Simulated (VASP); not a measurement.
# GeP5 (P6/mmm) in VASP: notebook

GeP5 is run at these levels: PBE; tasks: single point.

Everything below comes from runs of VASP 6.6.1. Logs are shortened: lines on timing, memory, paths and dates and some standing lists are left out, and cuts for length are marked.

### Step 1. The cell of the first run

It takes space group P6/mmm (No. 191, hexagonal). The conventional cell has a = 5.973 Å, b = 5.973 Å, c = 3.341 Å, α = 90.00°, β = 90.00°, γ = 120.00°. Within 3.9 Å of Ge (site symmetry 6/mmm) lie 18 P at 2.99 to 3.83 Å and 2 Ge at 3.34 Å. Within 3.2 Å of P (site symmetry mmm) lie 8 P at 2.40 to 2.99 Å and 2 Ge at 2.99 Å. P (site symmetry -6m2) has 6 P at 2.40 Å within 3.2 Å.

The cell was generated, and may not be a known phase.

### Step 2. Single point, PBE

Contents of INCAR:

```
  PREC = Accurate
  ENCUT = 520
  EDIFF = 1E-6
  ISMEAR = 0
  SIGMA = 0.1
  LREAL = F
  LASPH = T
  NELM = 100
  ALGO = Normal
  ISIF = 2
  LWAVE = F
  LCHARG = F
  GGA = PE
  NBANDS = 28
```

Contents of KPOINTS:

```
regular mesh
0
Gamma
  3 3 6
```

Contents of POSCAR:

```
GeP5
1.0
    5.9727197636      0.0000000000      0.0000000000
   -2.9863598818      5.1725270450      0.0000000000
    0.0000000000      0.0000000000      3.3414206915
Ge P
1 5
Direct
    0.0000000000      0.0000000000      0.0000000000
    0.5000000000      0.0000000000      0.0000000000
    0.0000000000      0.5000000000      0.0000000000
    0.5000000000      0.5000000000      0.0000000000
    0.3333333333      0.6666666667      0.5000000000
    0.6666666667      0.3333333333      0.5000000000
```

Potentials or basis: VASP PAW PBE potentials, release 64 (Ge_d, P).

The run is started by

```sh
$ cat potpaw_PBE.64/Ge_d/POTCAR potpaw_PBE.64/P/POTCAR > POTCAR
$ mpirun -np 1 vasp_std > vasp.out
```

OUTCAR:

```text
PREC = Accurate
   ENCUT = 520
   EDIFF = 1E-6
   ISMEAR = 0
   LREAL = F
   LASPH = T
   NELM = 100
   ISIF = 2
   GGA = PE

 ion  position               nearest neighbor table
   1  0.000  0.000  0.000-
   2  0.500  0.000  0.000-   5 2.40   6 2.40   5 2.40   6 2.40
   3  0.000  0.500  0.000-   5 2.40   6 2.40   5 2.40   6 2.40
   4  0.500  0.500  0.000-   5 2.40   6 2.40   5 2.40   6 2.40
   5  0.333  0.667  0.500-   3 2.40   3 2.40   2 2.40   2 2.40   4 2.40   4 2.40
   6  0.667  0.333  0.500-   3 2.40   3 2.40   2 2.40   2 2.40   4 2.40   4 2.40

  LATTYP: Found a hexagonal cell.
 ALAT       =     5.9727197636
 C/A-ratio  =     0.5594470901

  Lattice vectors:

 A1 = (   5.9727197636,   0.0000000000,   0.0000000000)
 A2 = (  -2.9863598818,   5.1725270450,   0.0000000000)
 A3 = (   0.0000000000,   0.0000000000,   3.3414206915)

Analysis of symmetry for initial positions (statically):
=====================================================================
 Subroutine PRICEL returns:
 Original cell was already a primitive cell.

 Routine SETGRP: Setting up the symmetry group for a
 hexagonal supercell.

 Subroutine GETGRP returns: Found 24 space group operations
 (whereof 24 operations were pure point group operations)
 out of a pool of 24 trial point group operations.

The static configuration has the point symmetry D_6h.

Analysis of symmetry for dynamics (positions and initial velocities):
=====================================================================
 Subroutine PRICEL returns:
 Original cell was already a primitive cell.

 Routine SETGRP: Setting up the symmetry group for a
 hexagonal supercell.

 Subroutine GETGRP returns: Found 24 space group operations
 (whereof 24 operations were pure point group operations)
 out of a pool of 24 trial point group operations.

The dynamic configuration has the point symmetry D_6h.

 Subroutine INISYM returns: Found 24 space group operations
 (whereof 24 operations are pure point group operations),
 and found     1 'primitive' translations

----------------------------------------------------------------------------------------

                                     Primitive cell

  volume of cell :     103.2300

  direct lattice vectors                    reciprocal lattice vectors
     5.972719764  0.000000000  0.000000000     0.167427912  0.096664550  0.000000000
    -2.986359882  5.172527045  0.000000000     0.000000000  0.193329100  0.000000000
     0.000000000  0.000000000  3.341420692     0.000000000  0.000000000  0.299273899

  length of vectors
     5.972719764  5.972719764  3.341420692     0.193329100  0.193329100  0.299273899

  position of ions in fractional coordinates (direct lattice)
     0.000000000  0.000000000  0.000000000
     0.500000000  0.000000000  0.000000000
     0.000000000  0.500000000  0.000000000
     0.500000000  0.500000000  0.000000000
     0.333333333  0.666666667  0.500000000
     0.666666667  0.333333333  0.500000000

  ion indices of the primitive-cell ions
   primitive index   ion index
                 1           1
                 2           2
                 3           3
                 4           4
                 5           5
                 6           6

----------------------------------------------------------------------------------------

 KPOINTS: regular mesh

Automatic generation of k-mesh.
 Grid dimensions read from file:
 generate k-points for:    3    3    6

 Generating k-lattice:

  Cartesian coordinates                     Fractional coordinates (reciprocal lattice)
     0.055809304  0.032221517  0.000000000     0.333333333  0.000000000  0.000000000
     0.000000000  0.064443033  0.000000000     0.000000000  0.333333333  0.000000000
     0.000000000  0.000000000  0.049878983     0.000000000  0.000000000  0.166666667

  Length of vectors
     0.064443033  0.064443033  0.049878983

  Shift w.r.t. Gamma in fractional coordinates (k-lattice)
     0.000000000  0.000000000  0.000000000

 Subroutine IBZKPT returns following result:
 ===========================================

 Found     12 irreducible k-points:

 Following reciprocal coordinates:
            Coordinates               Weight
  0.000000  0.000000  0.000000      1.000000
  0.333333  0.000000  0.000000      6.000000
  0.333333  0.333333  0.000000      2.000000
  0.000000  0.000000  0.166667      2.000000
  0.333333  0.000000  0.166667     12.000000
  0.333333  0.333333  0.166667      4.000000
  0.000000  0.000000  0.333333      2.000000
  0.333333  0.000000  0.333333     12.000000
  0.333333  0.333333  0.333333      4.000000
  0.000000  0.000000  0.500000      1.000000
  0.333333  0.000000  0.500000      6.000000
  0.333333  0.333333  0.500000      2.000000
   k-points           NKPTS =     12   k-points in BZ     NKDIM =     12   number of bands    NBANDS=     28
   number of dos      NEDOS =    301   number of ions     NIONS =      6
   total plane-waves  NPLWV =  64512
   dimension x,y,z NGX =    48 NGY =   48 NGZ =   28
   dimension x,y,z NGXF=    96 NGYF=   96 NGZF=   56
   ions per type =               1   5
   NGX,Y,Z   is equivalent  to a cutoff of  13.36, 13.36, 13.93 a.u.
   NGXF,Y,Z  is equivalent  to a cutoff of  26.72, 26.72, 27.86 a.u.
 SYSTEM =  unknown system
   PREC   = accura    normal or accurate (medium, high low for compatibility)
   ISTART =      0    job   : 0-new  1-cont  2-samecut
   ICHARG =      2    charge: 1-file 2-atom 10-const
   ISPIN  =      1    spin polarized calculation?
   LNONCOLLINEAR =      F non collinear calculations
   LSORBIT =      F    spin-orbit coupling
   LASPH  =      T    aspherical Exc in radial PAW
   ENCUT  =  520.0 eV  38.22 Ry    6.18 a.u.  11.11 11.11  6.21*2*pi/ulx,y,z
   NELM   =    100;   NELMIN=  2; NELMDL= -5     # of ELM steps
   EDIFF  = 0.1E-05   stopping-criterion for ELM
   LREAL  =      F    real-space projection
   EDIFFG = 0.1E-04   stopping-criterion for IOM
   NSW    =      0    number of steps for IOM
   IBRION =     -1    ionic relax: 0-MD 1-quasi-New 2-CG
   NFREE  =      0    steps in history (QN), initial steepest desc. (CG)
   ISIF   =      2    stress and relaxation
   ISYM   =      2    0-nonsym 1-usesym 2-fastsym
   POTIM  = 0.5000    time-step for ionic-motion
   TEBEG  =    0.0;   TEEND  =   0.0 temperature during run
   PSTRESS=    0.0 pullay stress
   NELECT =      39.0000    total number of electrons
   NUPDOWN=      -1.0000    fix difference up-down
   EMIN   =  10.00;   EMAX   =-10.00  energy-range for DOS
   EFERMI =   0.00;   METHOD = LEGACY
   ISMEAR =     0;   SIGMA  =   0.10  broadening in eV -4-tet -1-fermi 0-gaus
   EFERMI_NEDOS =   21; number of points for ismear=-14 and -15
   IALGO  =     38    algorithm
   IMIX   =      4    mixing-type and parameters
     AMIX     =   0.40;   BMIX     =  1.00
     AMIX_MAG =   1.60;   BMIX_MAG =  1.00
  volume/ion in A,a.u.               =      17.21       116.11
  Fermi-wavevector in a.u.,A,eV,Ry     =   1.183480  2.236453 19.056667  1.400625
  Thomas-Fermi vector in A             =   2.319714
   LORBIT       =      0    0 simple, 1 ext, 2 COOP (PROOUT), +10 PAW based schemes
   GGA     = PE    functional components
   LHFCALC =     F    Hartree Fock is set to
   AEXX    =    0.0000 exact exchange contribution
   IVDW    =     0    specifies the selected vdW correction
   LEPSILON=     F    determine dielectric tensor
   LRPA    =     F    only Hartree local field effects (RPA)
 non-spin polarized calculation
 Gauss-broadening in eV      SIGMA  =   0.10
  energy-cutoff  :      520.00
  volume of cell :      103.23
 maximum number of plane-waves:      2808
 NGX is ok and might be reduce to    48
   NGX = 23   NGY = 23   NGZ = 13

 number of electron      39.0000001 magnetization

 Free energy of the ion-electron system (eV)
  ---------------------------------------------------
  ext. energy  EPLUGINS =         0.00000000
  ---------------------------------------------------
  free energy    TOTEN  =       -28.79072927 eV

  energy without entropy =      -28.77181897  energy(sigma->0) =      -28.78127412

 E-fermi :   7.6290     XC(G=0): -10.6412

 val. band max:        7.4574114347   @ k =   0.3333   0.3333   0.1667
 cond. band min:       7.6443479730   @ k =   0.3333   0.0000   0.3333
 fundamental gap:      0.1869365383
 Fermi energy:         7.6290355404

 k-point     1 :       0.0000    0.0000    0.0000
  band No.  band energies     occupation
      1     -17.2690      2.00000
      2     -17.2690      2.00000
      3     -17.2618      2.00000
      4     -17.2463      2.00000
      5     -17.2463      2.00000
      6      -8.4730      2.00000
[... 20 lines left out ...]
     27      12.1224      0.00000
     28      12.2629      0.00000

 k-point     2 :       0.3333    0.0000    0.0000
  band No.  band energies     occupation
      1     -17.2690      2.00000
      2     -17.2689      2.00000
      3     -17.2617      2.00000
      4     -17.2463      2.00000
      5     -17.2463      2.00000
      6      -8.0648      2.00000
[... 20 lines left out ...]
     27      11.6641      0.00000
     28      13.0197      0.00000

 k-point     3 :       0.3333    0.3333    0.0000
  band No.  band energies     occupation
      1     -17.2689      2.00000
      2     -17.2689      2.00000
      3     -17.2617      2.00000
      4     -17.2463      2.00000
      5     -17.2463      2.00000
      6      -7.4056      2.00000
[... 20 lines left out ...]
     27      12.0010      0.00000
     28      12.0010      0.00000

 k-point     4 :       0.0000    0.0000    0.1667
  band No.  band energies     occupation
      1     -17.2688      2.00000
      2     -17.2688      2.00000
      3     -17.2544      2.00000
      4     -17.2486      2.00000
      5     -17.2486      2.00000
      6      -8.1283      2.00000
[... 20 lines left out ...]
     27      11.3479      0.00000
     28      12.4793      0.00000

 k-point     5 :       0.3333    0.0000    0.1667
  band No.  band energies     occupation
      1     -17.2688      2.00000
      2     -17.2686      2.00000
      3     -17.2543      2.00000
      4     -17.2486      2.00000
      5     -17.2486      2.00000
      6      -7.7203      2.00000
[... 20 lines left out ...]
     27      11.7748      0.00000
     28      12.4179      0.00000

 k-point     6 :       0.3333    0.3333    0.1667
  band No.  band energies     occupation
      1     -17.2687      2.00000
      2     -17.2687      2.00000
      3     -17.2542      2.00000
      4     -17.2486      2.00000
      5     -17.2486      2.00000
      6      -7.0623      2.00000
[... 20 lines left out ...]
     27      11.9299      0.00000
     28      13.3854      0.00000

 k-point     7 :       0.0000    0.0000    0.3333
  band No.  band energies     occupation
      1     -17.2683      2.00000
      2     -17.2683      2.00000
      3     -17.2532      2.00000
      4     -17.2532      2.00000
      5     -17.2395      2.00000
      6      -7.1089      2.00000
[... 20 lines left out ...]
     27      12.9641      0.00000
     28      12.9649      0.00000

 k-point     8 :       0.3333    0.0000    0.3333
  band No.  band energies     occupation
      1     -17.2683      2.00000
      2     -17.2682      2.00000
      3     -17.2532      2.00000
      4     -17.2532      2.00000
      5     -17.2394      2.00000
      6      -6.7001      2.00000
[... 20 lines left out ...]
     27      12.0105      0.00000
     28      12.9945      0.00000

 k-point     9 :       0.3333    0.3333    0.3333
  band No.  band energies     occupation
      1     -17.2682      2.00000
      2     -17.2682      2.00000
      3     -17.2532      2.00000
      4     -17.2532      2.00000
      5     -17.2393      2.00000
      6      -6.0433      2.00000
[... 20 lines left out ...]
     27      12.0739      0.00000
     28      13.8611      0.00000

 k-point    10 :       0.0000    0.0000    0.5000
  band No.  band energies     occupation
      1     -17.2681      2.00000
      2     -17.2681      2.00000
      3     -17.2555      2.00000
      4     -17.2555      2.00000
      5     -17.2320      2.00000
      6      -5.7870      2.00000
[... 20 lines left out ...]
     27      13.2700      0.00000
     28      13.2717      0.00000

 k-point    11 :       0.3333    0.0000    0.5000
  band No.  band energies     occupation
      1     -17.2680      2.00000
      2     -17.2679      2.00000
      3     -17.2555      2.00000
      4     -17.2555      2.00000
      5     -17.2319      2.00000
      6      -5.3415      2.00000
[... 20 lines left out ...]
     27      12.3534      0.00000
     28      12.5748      0.00000

 k-point    12 :       0.3333    0.3333    0.5000
  band No.  band energies     occupation
      1     -17.2679      2.00000
      2     -17.2679      2.00000
      3     -17.2555      2.00000
      4     -17.2555      2.00000
      5     -17.2319      2.00000
      6      -4.6247      2.00000
[... 20 lines left out ...]
     27      11.1648      0.00000
     28      13.9264      0.00000

------------------------ aborting loop because EDIFF is reached ----------------------------------------

  FORCE on cell =-STRESS in cart. coord.  units (eV):
  Direction    XX          YY          ZZ          XY          YZ          ZX
  --------------------------------------------------------------------------------------
  -------------------------------------------------------------------------------------
  Total       -0.1861926     -0.1861926     -0.1007852      0.0000000      0.0000000      0.0000000
  in kB       -2.8897942     -2.8897942     -1.5642322      0.0000000      0.0000000      0.0000000
  external PRESSURE =      -2.4479402 kB  Pullay stress =       0.0000000 kB

 VOLUME and BASIS-vectors are now :
 -----------------------------------------------------------------------------
  energy-cutoff  :      520.00
  volume of cell :      103.23
      direct lattice vectors                 reciprocal lattice vectors
     5.972719764  0.000000000  0.000000000     0.167427912  0.096664550  0.000000000
    -2.986359882  5.172527045  0.000000000     0.000000000  0.193329100  0.000000000
     0.000000000  0.000000000  3.341420692     0.000000000  0.000000000  0.299273899

 POSITION                                       TOTAL-FORCE (eV/Angst)
 -----------------------------------------------------------------------------------
      0.00000      0.00000      0.00000        -0.000000      0.000000      0.000000
      2.98636      0.00000      0.00000         0.000000      0.000000      0.000000
     -1.49318      2.58626      0.00000         0.000000      0.000000      0.000000
      1.49318      2.58626      0.00000         0.000000      0.000000      0.000000
     -0.00000      3.44835      1.67071         0.000000      0.000000     -0.000000
      2.98636      1.72418      1.67071        -0.000000     -0.000000      0.000000
 -----------------------------------------------------------------------------------
    total drift:                               -0.000000      0.000000      0.000000

  FREE ENERGIE OF THE ION-ELECTRON SYSTEM (eV)
  ---------------------------------------------------
  free  energy   TOTEN  =       -28.7907292737 eV

  energy  without entropy=      -28.7718189681  energy(sigma->0) =      -28.78127412
```

Wall time 21 s (1 thread of AMD EPYC 9R45 (Zen 5), shared host); peak memory 0.21 GiB.

What came out:

```
Free energy            : -28.7907 eV
Pressure               : -0.2 GPa
Band gap on the k mesh : zero (an odd number of electrons rules out a gap without spin polarisation)
```

Stress tensor (GPa, compression positive):
```
-0.29  0.00  0.00
 0.00 -0.29  0.00
 0.00  0.00 -0.16
```

Caveat: the k points lie up to 0.40 Å⁻¹ apart, too coarse for converged energies and pressures of a metal; an odd number of electrons without spin polarisation forces a metal; a magnetic or distorted state may lie lower.

[end of part 1 of 2]

The gap in the log of VASP goes by the Fermi energy; the results here count the filled bands.